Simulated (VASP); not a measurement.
The system is As2Se.

```
CELL_PARAMETERS angstrom
0.00000 4.41710 4.41710
4.41710 0.00000 4.41710
4.41710 4.41710 0.00000
ATOMIC_POSITIONS crystal
As 0.12500 0.62500 0.62500
As 0.62500 0.62500 0.62500
As 0.62500 0.62500 0.12500
As 0.62500 0.12500 0.62500
Se 0.00000 0.00000 0.00000
Se 0.25000 0.25000 0.25000
```

| Item | Value |
| --- | --- |
| Program | VASP 6.6.1 |
| Task | relaxation of cell and atoms |
| Functional | PBE |
| Potentials or basis | VASP PAW PBE potentials, release 64 (As, Se) |
| Cutoff | 500 eV |
| k mesh | 4 × 4 × 4 |
| Occupations | gaussian, width 0.1 eV |
| Spin | no spin polarisation |

At the start: pressure -11.2 GPa; volume 28.73 Å³/atom.

Q: How do energy, volume and symmetry change on relaxing?

A: Over 3 steps the energy falls by 402.9 meV/atom and the volume is 20.47 Å³/atom (-28.8 %); space group Fd-3m (No. 227, to 0.05 Å).

The path:
```
step  energy change (eV)  largest force (eV/Å)  pressure (GPa)  volume (Å³)
   1              0.0000                0.0000          -11.22       172.36
   2             -2.3845                0.0000           -2.34       126.89
   3             -2.4172                0.0000           -0.16       122.81
```

Final structure:
```cif
data_structure
_symmetry_space_group_name_H-M 'P 1'
_symmetry_Int_Tables_number 1
_cell_length_a 5.5793
_cell_length_b 5.5793
_cell_length_c 5.5793
_cell_angle_alpha 60.000
_cell_angle_beta 60.000
_cell_angle_gamma 60.000
_cell_volume 122.81
loop_
_atom_site_label
_atom_site_type_symbol
_atom_site_fract_x
_atom_site_fract_y
_atom_site_fract_z
_atom_site_occupancy
As1 As 0.12500 0.62500 0.62500 1
As2 As 0.62500 0.62500 0.62500 1
As3 As 0.62500 0.62500 0.12500 1
As4 As 0.62500 0.12500 0.62500 1
Se1 Se 0.00000 0.00000 0.00000 1
Se2 Se 0.25000 0.25000 0.25000 1
```

Caveat: the volume moved by over 15 % at a fixed basis, so the end points are rough.
